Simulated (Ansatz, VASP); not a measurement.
# Zn2C in VASP and in Ansatz

The input INCAR:

```
SYSTEM = Zn2C
ALGO = Normal
EDIFF = 1E-8
ENCUT = 520
GGA = PE
ISIF = 2
ISMEAR = -1
LASPH = .TRUE.
LCHARG = .FALSE.
LEFG = .TRUE.
LREAL = .FALSE.
LWAVE = .FALSE.
NBANDS = 21
NELM = 100
PREC = Accurate
SIGMA = 0.08
```

KPOINTS

```
k-points
0
G
  11 11 11
  0 0 0
```

Contents of POSCAR:

```
Zn2C
1.0
    0.0000000000      2.5523370305      2.6044255414
    2.5523370305      0.0000000000      2.6044255414
    2.5523370305      2.5523370305      0.0000000000
C Zn
1 2
Direct
    0.0000000000      0.0000000000      0.0000000000
    0.2500000000      0.2500000000      0.2500000000
    0.7500000000      0.7500000000      0.7500000000
```

Input for Ansatz:

```yaml
crystal:
  lattice:
    - [0.0, 2.5523370305, 2.6044255414]
    - [2.5523370305, 0.0, 2.6044255414]
    - [2.5523370305, 2.5523370305, 0.0]
  atoms:
    - { symbol: C, position: [0.0, 0.0, 0.0] }
    - { symbol: Zn, position: [0.25, 0.25, 0.25] }
    - { symbol: Zn, position: [0.75, 0.75, 0.75] }
kpoints:
  mp_grid: { grid: [11, 11, 11] }
scf:
  occupations: { method: fermi_dirac, width: 0.08 }
hamiltonian:
  xc: pbe
  pseudopotentials: { kind: all_electron, datasets: crystal }
output:
  forces: true
  stress: true
  eigenvalues: true
  efg: { contact_densities: true }
```

Change from the starting cell: x and y stretched by -2 %, z held, crystal datasets.

Alike in both runs: task electric field gradients; functional PBE; k mesh 11 × 11 × 11; occupations fermi-dirac, width 0.08 eV; no spin polarisation.

```csv
,VASP,Ansatz
version,VASP 6.6.1,Ansatz 0.2.0
potentials or method,"VASP PAW PBE potentials, release 64 (C, Zn), cutoff 520 eV","all-electron PAW with datasets made for the crystal, scalar-relativistic"
```

```tsv
	VASP	Ansatz	Ansatz less VASP
pressure (GPa)	6.5	5.8	-0.71
traceless stress, the component that is largest in VASP (GPa)	-3.37	-3.34	+0.029
size of Vzz on the site where it differs most (V/Å²)	0.6	0.9	+0.28
```

Ansatz ran all-electron here, and VASP with PAW potentials.
